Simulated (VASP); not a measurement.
# P (R-3m) in VASP: notebook

Runs on P. Level: PBE. Tasks: single point, relaxation of cell and atoms.

Program: VASP 6.6.1. These are calculated values, not measurements. Logs are shortened: lines on timing, memory, paths and dates and some standing lists are left out, and cuts for length are marked.

## (1) The cell of the first run

The structure is trigonal, space group R-3m (No. 166). Conventional cell: a = 3.482 Å, b = 3.482 Å, c = 9.201 Å, α = 90.00°, β = 90.00°, γ = 120.00°. Within 3.1 Å of P (site symmetry 3m) lie 6 P at 2.32 to 2.78 Å.

## (2) Single point, PBE

INCAR

```
SYSTEM = P
PREC = Accurate ; ENCUT = 520
EDIFF = 1E-7 ; ISMEAR = 0
SIGMA = 0.1 ; LREAL = .False.
LASPH = .True. ; NELM = 100
ALGO = Normal ; ISIF = 2
LWAVE = .False. ; LCHARG = .False.
GGA = PE ; NBANDS = 12
```

KPOINTS

```
Automatic mesh
0
Gamma
  15 15 15
  0 0 0
```

POSCAR

```
P
1.0
    1.7408560387      1.0050837026      3.0670047047
   -1.7408560387      1.0050837026      3.0670047047
    0.0000000000     -2.0101674052      3.0670047047
P
2
Direct
    0.2293576543      0.2293576543      0.2293576543
    0.7706423457      0.7706423457      0.7706423457
```

Potentials or basis: VASP PAW PBE potentials, release 64 (P).

Started as:

```sh
$ cat potpaw_PBE.64/P/POTCAR > POTCAR
$ mpirun -np 1 vasp_std > vasp.out
```

OUTCAR:

```text
SYSTEM = P
   PREC = Accurate
   ENCUT = 520
   EDIFF = 1E-7
   ISMEAR = 0
   LREAL = .False.
   LASPH = .True.
   NELM = 100
   ISIF = 2
   GGA = PE

 ion  position               nearest neighbor table
   1  0.229  0.229  0.229-   2 2.32   2 2.32   2 2.32   2 2.78   2 2.78   2 2.78
   2  0.771  0.771  0.771-   1 2.32   1 2.32   1 2.32   1 2.78   1 2.78   1 2.78

  LATTYP: Found a trigonal (rhomboedric) cell.
 ALAT       =     3.6670547931
 COS(alpha) =     0.5492653829

  Lattice vectors:

 A1 = (   1.7408560387,   1.0050837026,   3.0670047047)
 A2 = (  -1.7408560387,   1.0050837026,   3.0670047047)
 A3 = (   0.0000000000,  -2.0101674052,   3.0670047047)

Analysis of symmetry for initial positions (statically):
=====================================================================
 Subroutine PRICEL returns:
 Original cell was already a primitive cell.

 Routine SETGRP: Setting up the symmetry group for a
 trigonal (rhombohedral) supercell.

 Subroutine GETGRP returns: Found 12 space group operations
 (whereof 12 operations were pure point group operations)
 out of a pool of 12 trial point group operations.

The static configuration has the point symmetry D_3d.

Analysis of symmetry for dynamics (positions and initial velocities):
=====================================================================
 Subroutine PRICEL returns:
 Original cell was already a primitive cell.

 Routine SETGRP: Setting up the symmetry group for a
 trigonal (rhombohedral) supercell.

 Subroutine GETGRP returns: Found 12 space group operations
 (whereof 12 operations were pure point group operations)
 out of a pool of 12 trial point group operations.

The dynamic configuration has the point symmetry D_3d.

 Subroutine INISYM returns: Found 12 space group operations
 (whereof 12 operations are pure point group operations),
 and found     1 'primitive' translations

----------------------------------------------------------------------------------------

                                     Primitive cell

  volume of cell :      32.1981

  direct lattice vectors                    reciprocal lattice vectors
     1.740856039  1.005083703  3.067004705     0.287215019  0.165823668  0.108683672
    -1.740856039  1.005083703  3.067004705    -0.287215019  0.165823668  0.108683672
     0.000000000 -2.010167405  3.067004705     0.000000000 -0.331647337  0.108683672

  length of vectors
     3.667054793  3.667054793  3.667054793     0.349001571  0.349001571  0.349001571

  position of ions in fractional coordinates (direct lattice)
     0.229357654  0.229357654  0.229357654
     0.770642346  0.770642346  0.770642346

  ion indices of the primitive-cell ions
   primitive index   ion index
                 1           1
                 2           2

----------------------------------------------------------------------------------------

 KPOINTS: Automatic mesh

Automatic generation of k-mesh.
 Grid dimensions read from file:
 generate k-points for:   15   15   15

 Generating k-lattice:

  Cartesian coordinates                     Fractional coordinates (reciprocal lattice)
     0.019147668  0.011054911  0.007245578     0.066666667 -0.000000000  0.000000000
    -0.019147668  0.011054911  0.007245578    -0.000000000  0.066666667  0.000000000
     0.000000000 -0.022109822  0.007245578     0.000000000  0.000000000  0.066666667

  Length of vectors
     0.023266771  0.023266771  0.023266771

  Shift w.r.t. Gamma in fractional coordinates (k-lattice)
     0.000000000  0.000000000  0.000000000

 Subroutine IBZKPT returns following result:
 ===========================================

 Found    344 irreducible k-points:

 Following reciprocal coordinates:
            Coordinates               Weight
  0.000000  0.000000  0.000000      1.000000
  0.066667 -0.000000  0.000000      6.000000
  0.133333 -0.000000  0.000000      6.000000
  0.200000 -0.000000  0.000000      6.000000
  0.266667 -0.000000  0.000000      6.000000
  0.333333 -0.000000  0.000000      6.000000
[... 16 lines left out ...]
  0.133333  0.133333  0.000000      6.000000
  0.200000  0.133333  0.000000     12.000000
 [... further k-points ...]
   k-points           NKPTS =    344   k-points in BZ     NKDIM =    344   number of bands    NBANDS=     12
   number of dos      NEDOS =    301   number of ions     NIONS =      2
   total plane-waves  NPLWV =  21952
   dimension x,y,z NGX =    28 NGY =   28 NGZ =   28
   dimension x,y,z NGXF=    56 NGYF=   56 NGZF=   56
   ions per type =               2
   NGX,Y,Z   is equivalent  to a cutoff of  12.69, 12.69, 12.69 a.u.
   NGXF,Y,Z  is equivalent  to a cutoff of  25.39, 25.39, 25.39 a.u.
 SYSTEM =  P
   PREC   = accura    normal or accurate (medium, high low for compatibility)
   ISTART =      0    job   : 0-new  1-cont  2-samecut
   ICHARG =      2    charge: 1-file 2-atom 10-const
   ISPIN  =      1    spin polarized calculation?
   LNONCOLLINEAR =      F non collinear calculations
   LSORBIT =      F    spin-orbit coupling
   LASPH  =      T    aspherical Exc in radial PAW
   ENCUT  =  520.0 eV  38.22 Ry    6.18 a.u.   6.82  6.82  6.82*2*pi/ulx,y,z
   NELM   =    100;   NELMIN=  2; NELMDL= -5     # of ELM steps
   EDIFF  = 0.1E-06   stopping-criterion for ELM
   LREAL  =      F    real-space projection
   EDIFFG = 0.1E-05   stopping-criterion for IOM
   NSW    =      0    number of steps for IOM
   IBRION =     -1    ionic relax: 0-MD 1-quasi-New 2-CG
   NFREE  =      0    steps in history (QN), initial steepest desc. (CG)
   ISIF   =      2    stress and relaxation
   ISYM   =      2    0-nonsym 1-usesym 2-fastsym
   POTIM  = 0.5000    time-step for ionic-motion
   TEBEG  =    0.0;   TEEND  =   0.0 temperature during run
   PSTRESS=    0.0 pullay stress
   NELECT =      10.0000    total number of electrons
   NUPDOWN=      -1.0000    fix difference up-down
   EMIN   =  10.00;   EMAX   =-10.00  energy-range for DOS
   EFERMI =   0.00;   METHOD = LEGACY
   ISMEAR =     0;   SIGMA  =   0.10  broadening in eV -4-tet -1-fermi 0-gaus
   EFERMI_NEDOS =   21; number of points for ismear=-14 and -15
   IALGO  =     38    algorithm
   IMIX   =      4    mixing-type and parameters
     AMIX     =   0.40;   BMIX     =  1.00
     AMIX_MAG =   1.60;   BMIX_MAG =  1.00
  volume/ion in A,a.u.               =      16.10       108.64
  Fermi-wavevector in a.u.,A,eV,Ry     =   1.108659  2.095061 16.723251  1.229124
  Thomas-Fermi vector in A             =   2.245189
   LORBIT       =      0    0 simple, 1 ext, 2 COOP (PROOUT), +10 PAW based schemes
   GGA     = PE    functional components
   LHFCALC =     F    Hartree Fock is set to
   AEXX    =    0.0000 exact exchange contribution
   IVDW    =     0    specifies the selected vdW correction
   LEPSILON=     F    determine dielectric tensor
   LRPA    =     F    only Hartree local field effects (RPA)
 non-spin polarized calculation
 Gauss-broadening in eV      SIGMA  =   0.10
  energy-cutoff  :      520.00
  volume of cell :       32.20
 maximum number of plane-waves:       890
   NGX = 13   NGY = 13   NGZ = 13

 number of electron      10.0000001 magnetization

 Free energy of the ion-electron system (eV)
  ---------------------------------------------------
  ext. energy  EPLUGINS =         0.00000000
  ---------------------------------------------------
  free energy    TOTEN  =       -10.65161388 eV

  energy without entropy =      -10.65033104  energy(sigma->0) =      -10.65097246

 E-fermi :   8.9387     XC(G=0): -10.7780

 val. band max:        8.9167315590   @ k =   0.3333   0.3333   0.3333
 cond. band min:       8.9646088172   @ k =   0.4000   0.4000   0.4000
 fundamental gap:      0.0478772582
 Fermi energy:         8.9386982533

 k-point     1 :       0.0000    0.0000    0.0000
  band No.  band energies     occupation
      1      -7.4624      2.00000
      2       5.5452      2.00000
      3       6.0056      2.00000
      4       6.0913      2.00000
      5       6.0913      2.00000
      6      10.5378      0.00000
      7      11.7719      0.00000
      8      11.7719      0.00000
      9      14.5728      0.00000
     10      14.5728      0.00000
     11      15.7789      0.00000
     12      15.9298      0.00000

 k-point     2 :       0.0667   -0.0000    0.0000
  band No.  band energies     occupation
      1      -7.3909      2.00000
      2       4.6763      2.00000
      3       5.9825      2.00000
      4       6.0441      2.00000
      5       6.6847      2.00000
      6      10.7089      0.00000
      7      11.7314      0.00000
      8      11.7408      0.00000
      9      14.1476      0.00000
     10      14.2077      0.00000
     11      14.9847      0.00000
     12      16.6514      0.00000

 k-point     3 :       0.1333   -0.0000    0.0000
  band No.  band energies     occupation
      1      -7.1770      2.00000
      2       3.4247      2.00000
      3       5.8897      2.00000
      4       5.9207      2.00000
      5       7.2483      2.00000
      6      10.8746      0.00000
      7      11.4552      0.00000
      8      11.6919      0.00000
      9      13.5059      0.00000
     10      14.0920      0.00000
     11      14.7049      0.00000
     12      17.9703      0.00000
[... 286 lines left out ...]
 k-point    23 :       0.1333    0.1333    0.0000
  band No.  band energies     occupation
      1      -7.1014      2.00000
      2       3.4838      2.00000
      3       5.1534      2.00000
      4       5.4634      2.00000
      5       8.0975      2.00000
      6      10.2501      0.00000
      7      10.9160      0.00000
      8      12.4881      0.00000
      9      13.7339      0.00000
     10      15.0657      0.00000
     11      15.3175      0.00000
     12      16.6640      0.00000

 k-point    24 :       0.2000    0.1333    0.0000
  band No.  band energies     occupation
      1      -6.8519      2.00000
      2       2.7188      2.00000
      3       4.8298      2.00000
      4       5.2791      2.00000
      5       7.9960      2.00000
      6      10.1716      0.00000
      7      11.0637      0.00000
      8      12.6028      0.00000
      9      13.6259      0.00000
     10      14.9491      0.00000
     11      16.0743      0.00000
     12      17.4053      0.00000

 [... further k-points ...]

------------------------ aborting loop because EDIFF is reached ----------------------------------------

  FORCE on cell =-STRESS in cart. coord.  units (eV):
  Direction    XX          YY          ZZ          XY          YZ          ZX
  --------------------------------------------------------------------------------------
  -------------------------------------------------------------------------------------
  Total       -0.0725962     -0.0725962     -0.0241800      0.0000000      0.0000000      0.0000000
  in kB       -3.6123817     -3.6123817     -1.2031955      0.0000000      0.0000000      0.0000000
  external PRESSURE =      -2.8093197 kB  Pullay stress =       0.0000000 kB

 VOLUME and BASIS-vectors are now :
 -----------------------------------------------------------------------------
  energy-cutoff  :      520.00
  volume of cell :       32.20
      direct lattice vectors                 reciprocal lattice vectors
     1.740856039  1.005083703  3.067004705     0.287215019  0.165823668  0.108683672
    -1.740856039  1.005083703  3.067004705    -0.287215019  0.165823668  0.108683672
     0.000000000 -2.010167405  3.067004705     0.000000000 -0.331647337  0.108683672

 POSITION                                       TOTAL-FORCE (eV/Angst)
 -----------------------------------------------------------------------------------
      0.00000      0.00000      2.11032         0.000000      0.000000     -0.046376
      0.00000      0.00000      7.09069         0.000000     -0.000000      0.046376
 -----------------------------------------------------------------------------------
    total drift:                               -0.000000      0.000000     -0.000000

  FREE ENERGIE OF THE ION-ELECTRON SYSTEM (eV)
  ---------------------------------------------------
  free  energy   TOTEN  =       -10.6516138786 eV

  energy  without entropy=      -10.6503310363  energy(sigma->0) =      -10.65097246
```

It took 2.6 min on 1 thread of Intel Xeon Platinum 8259CL at 2.50GHz (Skylake/Cascade Lake), shared host; peak memory 0.22 GiB.

What came out:

```yaml
Free_energy: -10.6516 eV
Pressure: -0.3 GPa
Largest_force: 0.046 eV/Å
Band_gap_on_the_k_mesh: zero (bands 5 and 6 overlap by 0.81 eV)
```

Forces on the atoms (eV/Å):
```
P    0.000  0.000 -0.046
P    0.000  0.000  0.046
```

## (3) Relaxation of cell and atoms, PBE

This run uses another cell than the first one, of 14.80 Å³/atom.

INCAR

```
SYSTEM = P
  ALGO = Normal
  EDIFF = 1E-6
  EDIFFG = -0.005
  ENCUT = 600
  GGA = PE
  IBRION = 2
  ISIF = 3
  ISMEAR = 0
  LASPH = .TRUE.
  LCHARG = .FALSE.
  LREAL = .FALSE.
  LWAVE = .FALSE.
  NELM = 100
  NSW = 70
  PREC = Accurate
  SIGMA = 0.1
```

KPOINTS

```
k-points
0
G
  15 15 15
  0 0 0
```

POSCAR

```
P
1.0
    1.7132924525      0.9891698586      2.9115578036
   -1.7132924525      0.9891698586      2.9115578036
    0.0000000000     -1.9783397173      2.9115578036
P
2
Direct
    0.2340199604      0.2340199604      0.2340199604
    0.7659800396      0.7659800396      0.7659800396
```

Potentials or basis: VASP PAW PBE potentials, release 64 (P).

Started as:

```sh
$ cat potpaw_PBE.64/P/POTCAR > POTCAR
$ mpirun -np 1 vasp_std > vasp.out
```

Run time: 8.9 min. Hardware: 1 thread of Intel Xeon Platinum 8259CL at 2.50GHz (Skylake/Cascade Lake), shared host; peak memory 0.23 GiB.

The run converged. Its results:

```yaml
Free_energy: -10.6517 eV
Relaxed_volume: 16.10 Å³/atom
Relaxed_cell: a = 3.674 Å, b = 3.674 Å, c = 3.674 Å, α = 56.49°, β = 56.49°, γ = 56.49°
Space_group_after_relaxing_to_0.1_Å: R-3m (No. 166)
Energy_gained_by_relaxing: 19.5 meV/atom
Ionic_steps: 9
Pressure_after_relaxing: 0.0 GPa
Band_gap_on_the_k_mesh: zero (bands 5 and 6 overlap by 0.79 eV)
```

Step by step:
```
step  energy change (eV)  largest force (eV/Å)  pressure (GPa)  volume (Å³)
   1              0.0000                0.0423            4.91        29.61
   2             -0.0188                0.4023           -1.60        31.59
   3             -0.0213                0.3072           -0.09        31.06
   4             -0.0296                0.1949            0.07        31.34
   5             -0.0358                0.0527            0.32        31.79
   6             -0.0385                0.0028           -0.09        32.09
   7             -0.0389                0.0353           -0.33        32.28
   8             -0.0389                0.0358            0.37        32.14
   9             -0.0391                0.0012            0.01        32.21
```

Final structure:
```cif
data_structure
_symmetry_space_group_name_H-M 'P 1'
_symmetry_Int_Tables_number 1
_cell_length_a 3.6736
_cell_length_b 3.6736
_cell_length_c 3.6736
_cell_angle_alpha 56.488
_cell_angle_beta 56.488
_cell_angle_gamma 56.488
_cell_volume 32.21
loop_
_atom_site_label
_atom_site_type_symbol
_atom_site_fract_x
_atom_site_fract_y
_atom_site_fract_z
_atom_site_occupancy
P1 P 0.22898 0.22898 0.22898 1
P2 P 0.77102 0.77102 0.77102 1
```

Levels at points of the mesh, in eV from the Fermi level:
```tsv
k point	band 2	band 3	band 4	band 5	band 6	band 7	band 8	band 9
(0.00, 0.00, 0.00)	-3.44	-2.98	-2.87	-2.87	1.54	2.79	2.79	5.65
```

## (4) Single point, PBE

INCAR

```
SYSTEM = P
PREC = Accurate
ENCUT = 520
EDIFF = 1E-6
ISMEAR = 0
SIGMA = 0.1
LREAL = .FALSE.
LASPH = .TRUE.
NELM = 100
ALGO = Normal
ISIF = 2
LWAVE = .FALSE.
LCHARG = .TRUE.
GGA = PE
LELF = .TRUE.
LVHAR = .TRUE.
NBANDS = 12
```

KPOINTS

```
Automatic mesh
0
G
  15 15 15
  0 0 0
```

POSCAR

```
P
1.0
    1.7408560387      1.0050837026      3.0670047047
   -1.7408560387      1.0050837026      3.0670047047
    0.0000000000     -2.0101674052      3.0670047047
P
2
Direct
    0.2293576543      0.2293576543      0.2293576543
    0.7706423457      0.7706423457      0.7706423457
```

Started as:

```sh
$ cat potpaw_PBE.64/P/POTCAR > POTCAR
$ mpirun -np 1 vasp_std > vasp.out
```

Wall time 1.9 min (1 thread of Intel Xeon Platinum 8259CL at 2.50GHz (Skylake/Cascade Lake), shared host); peak memory 0.22 GiB.

Results (log left out):

| Item | Value |
| --- | --- |
| Free energy | -10.6516 eV |
| Pressure | -0.3 GPa |
| Largest force | 0.047 eV/Å |
| Band gap on the k mesh | zero (bands 5 and 6 overlap by 0.81 eV) |

Forces in eV/Å, atoms in the order of the input:
```
P    0.000  0.000 -0.047
P    0.000  0.000  0.047
```

Stress tensor (GPa, compression positive):
```
-0.35  0.00  0.00
 0.00 -0.35  0.00
 0.00  0.00 -0.12
```

Levels at points of the mesh, in eV from the Fermi level:
```
           k point  band 1  band 2  band 3  band 4  band 5  band 6  band 7  band 8  band 9  band 10
(0.00, 0.00, 0.00)  -16.40   -3.39   -2.93   -2.85   -2.85    1.60    2.83    2.83    5.63     5.63
```

## (5) Relaxation of cell and atoms, PBE

This run uses another cell than the first one, of 14.80 Å³/atom.

INCAR

```
  PREC = Accurate
  ENCUT = 600
  EDIFF = 1E-6
  ISMEAR = 0
  SIGMA = 0.1
  LREAL = False
  LASPH = True
  NELM = 100
  ALGO = Normal
  ISIF = 3
  LWAVE = False
  LCHARG = False
  GGA = PE
  IBRION = 2
  NSW = 70
  EDIFFG = -0.005
```

KPOINTS

```
Automatic mesh
0
Gamma
  15 15 15
```

POSCAR

```
P
1.0
    1.7132924525      0.9891698586      2.9115578036
   -1.7132924525      0.9891698586      2.9115578036
    0.0000000000     -1.9783397173      2.9115578036
P
2
Direct
    0.2340199604      0.2340199604      0.2340199604
    0.7659800396      0.7659800396      0.7659800396
```

Started as:

```sh
$ cat potpaw_PBE.64/P/POTCAR > POTCAR
$ mpirun -np 1 vasp_std > vasp.out
```

Wall time 11 min (1 thread of Intel Xeon Platinum 8259CL at 2.50GHz (Skylake/Cascade Lake), shared host); peak memory 0.23 GiB.

Results (log left out):

- Free energy: -10.6517 eV
- Relaxed volume: 16.10 Å³/atom
- Relaxed cell: a = 3.674 Å, b = 3.674 Å, c = 3.674 Å, α = 56.49°, β = 56.49°, γ = 56.49°
- Space group after relaxing (to 0.1 Å): R-3m (No. 166)
- Energy gained by relaxing: 19.5 meV/atom
- Ionic steps: 9
- Pressure after relaxing: 0.0 GPa
- Band gap on the k mesh: zero (bands 5 and 6 overlap by 0.79 eV)

The path:
```tsv
step	energy change (eV)	largest force (eV/Å)	pressure (GPa)	volume (Å³)
1	0.0000	0.0423	4.91	29.61
2	-0.0188	0.4023	-1.60	31.59
3	-0.0213	0.3072	-0.09	31.06
4	-0.0296	0.1949	0.07	31.34
5	-0.0358	0.0527	0.32	31.79
6	-0.0385	0.0028	-0.09	32.09
7	-0.0389	0.0353	-0.33	32.28
8	-0.0389	0.0358	0.37	32.14
9	-0.0391	0.0012	0.01	32.21
```

Final structure:
```
CELL_PARAMETERS angstrom
1.73842 1.00368 3.07662
-1.73842 1.00368 3.07662
0.00000 -2.00736 3.07662
ATOMIC_POSITIONS crystal
P 0.22898 0.22898 0.22898
P 0.77102 0.77102 0.77102
```

Levels at points of the mesh, in eV from the Fermi level:
```tsv
k point	band 1	band 2	band 3	band 4	band 5	band 6	band 7	band 8	band 9
(0.00, 0.00, 0.00)	-16.43	-3.44	-2.98	-2.87	-2.87	1.54	2.79	2.79	5.65
```

The gap in the log of VASP goes by the Fermi energy; the results here count the filled bands.